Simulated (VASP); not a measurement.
# BaTiO3 (P4mm) in VASP: single point with PBE

Aim: the single point of BaTiO3 with PBE.

Everything below comes from runs of VASP 6.6.1. Logs are shortened: lines on timing, memory, paths and dates and some standing lists are left out, and cuts for length are marked.

## 1. The cell of the first run

It takes space group P4mm (No. 99, tetragonal). The conventional cell has a = 4.000 Å, b = 4.000 Å, c = 4.018 Å, α = 90.00°, β = 90.00°, γ = 90.00°. Within 3.7 Å of Ba (site symmetry 4mm) lie 12 O at 2.79 to 2.88 Å and 8 Ti at 3.45 to 3.49 Å. Within 2.5 Å of Ti (site symmetry 4mm) lie 6 O at 1.89 to 2.13 Å. Within 2.5 Å of O (site symmetry 4mm) lie 2 Ti at 1.89 to 2.13 Å. Within 2.7 Å of O (site symmetry 2mm) lie 2 Ti at 2.00 Å.

## 2. Single point, PBE

INCAR

```
SYSTEM = BaTiO3
ALGO = Normal ; EDIFF = 1E-6
ENCUT = 520 ; GGA = PE
ISIF = 2 ; ISMEAR = 0
LASPH = .TRUE. ; LCHARG = .FALSE.
LREAL = .FALSE. ; LWAVE = .FALSE.
NBANDS = 28 ; NELM = 60
PREC = Accurate ; SIGMA = 0.01
```

KPOINTS

```
k-points
0
G
  8 8 8
  0 0 0
```

POSCAR

```
BaTiO3
1.0
    3.9998000000      0.0000000000      0.0000000000
    0.0000000000      3.9998000000      0.0000000000
    0.0000000000      0.0000000000      4.0180000000
Ba Ti O
1 1 3
Direct
    0.0000000000      0.0000000000      0.0000000000
    0.5000000000      0.5000000000      0.4900000000
    0.5000000000      0.5000000000      0.0190000000
    0.5000000000      0.0000000000      0.5170000000
    0.0000000000      0.5000000000      0.5170000000
```

Potentials or basis: VASP PAW PBE potentials, release 64 (Ba_sv, Ti_sv, O).

The run is started by

```bash
> cat potpaw_PBE.64/Ba_sv/POTCAR potpaw_PBE.64/Ti_sv/POTCAR potpaw_PBE.64/O/POTCAR > POTCAR
> mpirun -np 1 vasp_std > vasp.out
```

OUTCAR:

```text
SYSTEM = BaTiO3
   EDIFF = 1E-6
   ENCUT = 520
   GGA = PE
   ISIF = 2
   ISMEAR = 0
   LASPH = .TRUE.
   LREAL = .FALSE.
   NELM = 60
   PREC = Accurate

 ion  position               nearest neighbor table
   1  0.000  0.000  0.000-   4 2.79   5 2.79   5 2.79   4 2.79   3 2.83   3 2.83   3 2.83   3 2.83
                             4 2.88   5 2.88   5 2.88   4 2.88   2 3.45   2 3.45   2 3.45   2 3.45
   2  0.500  0.500  0.490-   3 1.89   4 2.00   5 2.00   4 2.00   5 2.00   3 2.13   1 3.45   1 3.45
                             1 3.45   1 3.45   1 3.49   1 3.49   1 3.49   1 3.49
   3  0.500  0.500  0.019-   2 1.89   2 2.13   1 2.83   1 2.83   1 2.83   1 2.83
   4  0.500  0.000  0.517-   2 2.00   2 2.00   1 2.79   1 2.79   1 2.88   1 2.88
   5  0.000  0.500  0.517-   2 2.00   2 2.00   1 2.79   1 2.79   1 2.88   1 2.88

  LATTYP: Found a simple tetragonal cell.
 ALAT       =     3.9998000000
 C/A-ratio  =     1.0045502275

  Lattice vectors:

 A1 = (   3.9998000000,   0.0000000000,   0.0000000000)
 A2 = (   0.0000000000,   3.9998000000,   0.0000000000)
 A3 = (   0.0000000000,   0.0000000000,   4.0180000000)

Analysis of symmetry for initial positions (statically):
=====================================================================
 Subroutine PRICEL returns:
 Original cell was already a primitive cell.

 Routine SETGRP: Setting up the symmetry group for a
 simple tetragonal supercell.

 Subroutine GETGRP returns: Found  8 space group operations
 (whereof  8 operations were pure point group operations)
 out of a pool of 16 trial point group operations.

The static configuration has the point symmetry C_4v.

Analysis of symmetry for dynamics (positions and initial velocities):
=====================================================================
 Subroutine PRICEL returns:
 Original cell was already a primitive cell.

 Routine SETGRP: Setting up the symmetry group for a
 simple tetragonal supercell.

 Subroutine GETGRP returns: Found  8 space group operations
 (whereof  8 operations were pure point group operations)
 out of a pool of 16 trial point group operations.

The dynamic configuration has the point symmetry C_4v.

 Subroutine INISYM returns: Found  8 space group operations
 (whereof  8 operations are pure point group operations),
 and found     1 'primitive' translations

----------------------------------------------------------------------------------------

                                     Primitive cell

  volume of cell :      64.2816

  direct lattice vectors                    reciprocal lattice vectors
     3.999800000  0.000000000  0.000000000     0.250012501  0.000000000  0.000000000
     0.000000000  3.999800000  0.000000000     0.000000000  0.250012501  0.000000000
     0.000000000  0.000000000  4.018000000     0.000000000  0.000000000  0.248880040

  length of vectors
     3.999800000  3.999800000  4.018000000     0.250012501  0.250012501  0.248880040

  position of ions in fractional coordinates (direct lattice)
     0.000000000  0.000000000  0.000000000
     0.500000000  0.500000000  0.490000000
     0.500000000  0.500000000  0.019000000
     0.500000000  0.000000000  0.517000000
     0.000000000  0.500000000  0.517000000

  ion indices of the primitive-cell ions
   primitive index   ion index
                 1           1
                 2           2
                 3           3
                 4           4
                 5           5

----------------------------------------------------------------------------------------

 KPOINTS: k-points

Automatic generation of k-mesh.
 Grid dimensions read from file:
 generate k-points for:    8    8    8

 Generating k-lattice:

  Cartesian coordinates                     Fractional coordinates (reciprocal lattice)
     0.031251563  0.000000000  0.000000000     0.125000000  0.000000000  0.000000000
     0.000000000  0.031251563  0.000000000     0.000000000  0.125000000  0.000000000
     0.000000000  0.000000000  0.031110005     0.000000000  0.000000000  0.125000000

  Length of vectors
     0.031251563  0.031251563  0.031110005

  Shift w.r.t. Gamma in fractional coordinates (k-lattice)
     0.000000000  0.000000000  0.000000000

 Subroutine IBZKPT returns following result:
 ===========================================

 Found     75 irreducible k-points:

 Following reciprocal coordinates:
            Coordinates               Weight
  0.000000  0.000000  0.000000      1.000000
  0.125000  0.000000  0.000000      4.000000
  0.250000  0.000000  0.000000      4.000000
  0.375000  0.000000  0.000000      4.000000
  0.500000  0.000000  0.000000      2.000000
  0.125000  0.125000  0.000000      4.000000
[... 16 lines left out ...]
  0.375000  0.125000  0.125000     16.000000
  0.500000  0.125000  0.125000      8.000000
 [... further k-points ...]
   k-points           NKPTS =     75   k-points in BZ     NKDIM =     75   number of bands    NBANDS=     28
   number of dos      NEDOS =    301   number of ions     NIONS =      5
   total plane-waves  NPLWV =  27000
   dimension x,y,z NGX =    30 NGY =   30 NGZ =   30
   dimension x,y,z NGXF=    60 NGYF=   60 NGZF=   60
   ions per type =               1   1   3
   NGX,Y,Z   is equivalent  to a cutoff of  12.47, 12.47, 12.41 a.u.
   NGXF,Y,Z  is equivalent  to a cutoff of  24.94, 24.94, 24.83 a.u.
 SYSTEM =  BaTiO3
   PREC   = accura    normal or accurate (medium, high low for compatibility)
   ISTART =      0    job   : 0-new  1-cont  2-samecut
   ICHARG =      2    charge: 1-file 2-atom 10-const
   ISPIN  =      1    spin polarized calculation?
   LNONCOLLINEAR =      F non collinear calculations
   LSORBIT =      F    spin-orbit coupling
   LASPH  =      T    aspherical Exc in radial PAW
   ENCUT  =  520.0 eV  38.22 Ry    6.18 a.u.   7.44  7.44  7.47*2*pi/ulx,y,z
   NELM   =     60;   NELMIN=  2; NELMDL= -5     # of ELM steps
   EDIFF  = 0.1E-05   stopping-criterion for ELM
   LREAL  =      F    real-space projection
   EDIFFG = 0.1E-04   stopping-criterion for IOM
   NSW    =      0    number of steps for IOM
   IBRION =     -1    ionic relax: 0-MD 1-quasi-New 2-CG
   NFREE  =      0    steps in history (QN), initial steepest desc. (CG)
   ISIF   =      2    stress and relaxation
   ISYM   =      2    0-nonsym 1-usesym 2-fastsym
   POTIM  = 0.5000    time-step for ionic-motion
   TEBEG  =    0.0;   TEEND  =   0.0 temperature during run
   PSTRESS=    0.0 pullay stress
   NELECT =      40.0000    total number of electrons
   NUPDOWN=      -1.0000    fix difference up-down
   EMIN   =  10.00;   EMAX   =-10.00  energy-range for DOS
   EFERMI =   0.00;   METHOD = LEGACY
   ISMEAR =     0;   SIGMA  =   0.01  broadening in eV -4-tet -1-fermi 0-gaus
   EFERMI_NEDOS =   21; number of points for ismear=-14 and -15
   IALGO  =     38    algorithm
   IMIX   =      4    mixing-type and parameters
     AMIX     =   0.40;   BMIX     =  1.00
     AMIX_MAG =   1.60;   BMIX_MAG =  1.00
  volume/ion in A,a.u.               =      12.86        86.76
  Fermi-wavevector in a.u.,A,eV,Ry     =   1.397653  2.641181 26.578078  1.953434
  Thomas-Fermi vector in A             =   2.520888
   LORBIT       =      0    0 simple, 1 ext, 2 COOP (PROOUT), +10 PAW based schemes
   GGA     = PE    functional components
   LHFCALC =     F    Hartree Fock is set to
   AEXX    =    0.0000 exact exchange contribution
   IVDW    =     0    specifies the selected vdW correction
   LEPSILON=     F    determine dielectric tensor
   LRPA    =     F    only Hartree local field effects (RPA)
 non-spin polarized calculation
 Gauss-broadening in eV      SIGMA  =   0.01
  energy-cutoff  :      520.00
  volume of cell :       64.28
 maximum number of plane-waves:      1763
 NGX is ok and might be reduce to    30
   NGX = 15   NGY = 15   NGZ = 15

 number of electron      39.9999977 magnetization

 Free energy of the ion-electron system (eV)
  ---------------------------------------------------
  ext. energy  EPLUGINS =         0.00000000
  ---------------------------------------------------
  free energy    TOTEN  =       -39.98226513 eV

  energy without entropy =      -39.98226513  energy(sigma->0) =      -39.98226513

 E-fermi :   3.9349     XC(G=0): -11.2422

 val. band max:        3.8481138053   @ k =   0.5000   0.5000   0.5000
 cond. band min:       5.6188276432   @ k =   0.0000   0.0000   0.0000
 fundamental gap:      1.7707138379
 Fermi energy:         3.9348538277

 k-point     1 :       0.0000    0.0000    0.0000
  band No.  band energies     occupation
      1     -52.7543      2.00000
      2     -28.9954      2.00000
      3     -28.9654      2.00000
      4     -28.9654      2.00000
      5     -21.0130      2.00000
      6     -13.0750      2.00000
[... 20 lines left out ...]
     27       8.8947      0.00000
     28      11.1447      0.00000

 k-point     2 :       0.1250    0.0000    0.0000
  band No.  band energies     occupation
      1     -52.7542      2.00000
      2     -28.9951      2.00000
      3     -28.9732      2.00000
      4     -28.9651      2.00000
      5     -20.9959      2.00000
      6     -13.0861      2.00000
[... 20 lines left out ...]
     27       9.1894      0.00000
     28      11.5175      0.00000

 k-point     3 :       0.2500    0.0000    0.0000
  band No.  band energies     occupation
      1     -52.7538      2.00000
      2     -28.9945      2.00000
      3     -28.9916      2.00000
      4     -28.9644      2.00000
      5     -20.9540      2.00000
      6     -13.1549      2.00000
[... 20 lines left out ...]
     27       9.9694      0.00000
     28      12.1780      0.00000

 k-point     4 :       0.3750    0.0000    0.0000
  band No.  band energies     occupation
      1     -52.7535      2.00000
      2     -29.0103      2.00000
      3     -28.9936      2.00000
      4     -28.9637      2.00000
      5     -20.9113      2.00000
      6     -13.2612      2.00000
[... 20 lines left out ...]
     27      10.9279      0.00000
     28      12.0652      0.00000

 k-point     5 :       0.5000    0.0000    0.0000
  band No.  band energies     occupation
      1     -52.7533      2.00000
      2     -29.0179      2.00000
      3     -28.9933      2.00000
      4     -28.9634      2.00000
      5     -20.8933      2.00000
      6     -13.3110      2.00000
[... 20 lines left out ...]
     27      11.3961      0.00000
     28      12.0186      0.00000

 k-point     6 :       0.1250    0.1250    0.0000
  band No.  band energies     occupation
      1     -52.7540      2.00000
      2     -28.9948      2.00000
      3     -28.9730      2.00000
      4     -28.9726      2.00000
      5     -20.9796      2.00000
      6     -13.0830      2.00000
[... 463 lines left out ...]
      5     -20.9647      2.00000
      6     -13.0598      2.00000
[... 20 lines left out ...]
     27       9.7142      0.00000
     28      11.7938      0.00000

 k-point    22 :       0.2500    0.1250    0.1250
  band No.  band energies     occupation
      1     -52.7535      2.00000
      2     -29.0014      2.00000
      3     -28.9910      2.00000
      4     -28.9717      2.00000
      5     -20.9267      2.00000
      6     -13.0714      2.00000
[... 20 lines left out ...]
     27      10.4406      0.00000
     28      12.1210      0.00000

 k-point    23 :       0.3750    0.1250    0.1250
  band No.  band energies     occupation
      1     -52.7532      2.00000
      2     -29.0094      2.00000
      3     -29.0006      2.00000
      4     -28.9710      2.00000
      5     -20.8881      2.00000
      6     -13.1328      2.00000
[... 20 lines left out ...]
     27      11.3429      0.00000
     28      12.4702      0.00000

 k-point    24 :       0.5000    0.1250    0.1250
  band No.  band energies     occupation
      1     -52.7530      2.00000
      2     -29.0170      2.00000
      3     -29.0003      2.00000
      4     -28.9707      2.00000
      5     -20.8719      2.00000
      6     -13.1676      2.00000
[... 20 lines left out ...]
     27      11.7273      0.00000
     28      12.6063      0.00000

 [... further k-points ...]
[... 5 lines left out ...]
  --------------------------------------------------------------------------------------
  -------------------------------------------------------------------------------------
  Total        1.5651558      1.5651558      1.9400076      0.0000000     -0.0000000      0.0000000
  in kB       39.0105149     39.0105149     48.3534573      0.0000000     -0.0000000      0.0000000
  external PRESSURE =      42.1248290 kB  Pullay stress =       0.0000000 kB

 VOLUME and BASIS-vectors are now :
 -----------------------------------------------------------------------------
  energy-cutoff  :      520.00
  volume of cell :       64.28
      direct lattice vectors                 reciprocal lattice vectors
     3.999800000  0.000000000  0.000000000     0.250012501  0.000000000  0.000000000
     0.000000000  3.999800000  0.000000000     0.000000000  0.250012501  0.000000000
     0.000000000  0.000000000  4.018000000     0.000000000  0.000000000  0.248880040

 POSITION                                       TOTAL-FORCE (eV/Angst)
 -----------------------------------------------------------------------------------
      0.00000      0.00000      0.00000         0.000000      0.000000      0.075504
      1.99990      1.99990      1.96882         0.000000      0.000000     -0.113625
      1.99990      1.99990      0.07634         0.000000     -0.000000      0.273711
      1.99990      0.00000      2.07731         0.000000      0.000000     -0.117795
      0.00000      1.99990      2.07731        -0.000000      0.000000     -0.117795
 -----------------------------------------------------------------------------------
    total drift:                                0.000000      0.000000      0.000384

  FREE ENERGIE OF THE ION-ELECTRON SYSTEM (eV)
  ---------------------------------------------------
  free  energy   TOTEN  =       -39.9822651251 eV

  energy  without entropy=      -39.9822651251  energy(sigma->0) =      -39.98226513
```

It used 260 s of CPU time on 1 thread of AMD EPYC 7R13 Processor (Zen 3), with other jobs on the host.

Results:

```yaml
Free_energy: -39.9823 eV
Pressure: 4.2 GPa
Largest_force: 0.274 eV/Å
Band_gap_on_the_k_mesh: 1.77 eV, indirect (least direct gap 2.06 eV)
```

Forces on the atoms (eV/Å):
```
Ba   0.000  0.000  0.076
Ti   0.000  0.000 -0.114
O    0.000  0.000  0.274
O    0.000  0.000 -0.118
O    0.000  0.000 -0.118
```

Stress tensor (GPa, compression positive):
```
3.90 0.00 0.00
0.00 3.90 0.00
0.00 0.00 4.84
```

Levels at points of the mesh, in eV from the valence-band top:
| k point | band 18 | band 19 | band 20 | band 21 | band 22 | band 23 |
| --- | --- | --- | --- | --- | --- | --- |
| (0.00, 0.00, 0.00) | -0.31 | -0.29 | -0.29 | 1.77 | 1.99 | 1.99 |
| (0.50, 0.00, 0.00) | -1.73 | -0.94 | -0.84 | 2.12 | 3.48 | 3.52 |
| (0.50, 0.50, 0.00) | -0.97 | -0.97 | -0.09 | 3.53 | 3.53 | 3.92 |
| (0.00, 0.00, 0.50) | -1.94 | -0.71 | -0.71 | 1.93 | 3.55 | 3.55 |
| (0.50, 0.00, 0.50) | -0.90 | -0.89 | -0.17 | 3.51 | 3.56 | 3.91 |
| (0.50, 0.50, 0.50) | -0.08 | -0.08 | 0.00 | 4.15 | 4.15 | 4.16 |

Caveat: spin-orbit coupling is left out, which moves the levels of the heavy elements. A k mesh can miss the band edges.
